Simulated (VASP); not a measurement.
Set up this calculation in VASP 6.6.1, as the native input.

```
Task                   : single point
Functional             : PBEsol
Potentials or basis    : VASP PAW PBE potentials, release 64 (Mg, O)
Cutoff                 : 520 eV
k mesh                 : 10 × 10 × 10
Occupations            : gaussian, width 0.05 eV
Spin                   : no spin polarisation
Dipole correction      : no
Further INCAR settings : ALGO = Normal; EDIFF = 1e-06; NBANDS = 11
```

The structure of MgO lies in POSCAR:

```
MgO
1.0
    0.0000000000      2.0544280775      2.0544280775
    2.0544280775      0.0000000000      2.0544280775
    2.0544280775      2.0544280775      0.0000000000
Mg O
1 1
Direct
    0.0000000000      0.0000000000      0.0000000000
    0.5000000000      0.5000000000      0.5000000000
```

This cell differs from its parent crystal: strain -0.025 along x and y, -0.025 along z.

One way to write it, as run:

INCAR

```
PREC = Accurate
ENCUT = 520
EDIFF = 1E-6
ISMEAR = 0
SIGMA = 0.05
LREAL = False
LASPH = True
NELM = 100
ALGO = Normal
ISIF = 2
LWAVE = False
LCHARG = True
GGA = PS
LELF = True
LVHAR = True
NBANDS = 11
```

KPOINTS

```
regular mesh
0
Gamma
  10 10 10
```

Potentials or basis: VASP PAW PBE potentials, release 64 (Mg, O).

Launch:

```bash
$ cat potpaw_PBE.64/Mg/POTCAR potpaw_PBE.64/O/POTCAR > POTCAR
$ mpirun -np 1 vasp_std > vasp.out
```

Results of the run:

* Pressure: 13.6 GPa
* Band gap on the k mesh: 5.39 eV, direct

Caveat: the cell differs from its parent crystal (strain -0.025 along x and y, -0.025 along z); the PAW data sets were made with another functional, which shifts forces and pressure a little.

Wall time 13 s on 1 thread of Intel(R) Xeon(R) Platinum 8259CL CPU @ 2.50GHz (Skylake/Cascade Lake), with other jobs on the host, peak memory 0.14 GiB.
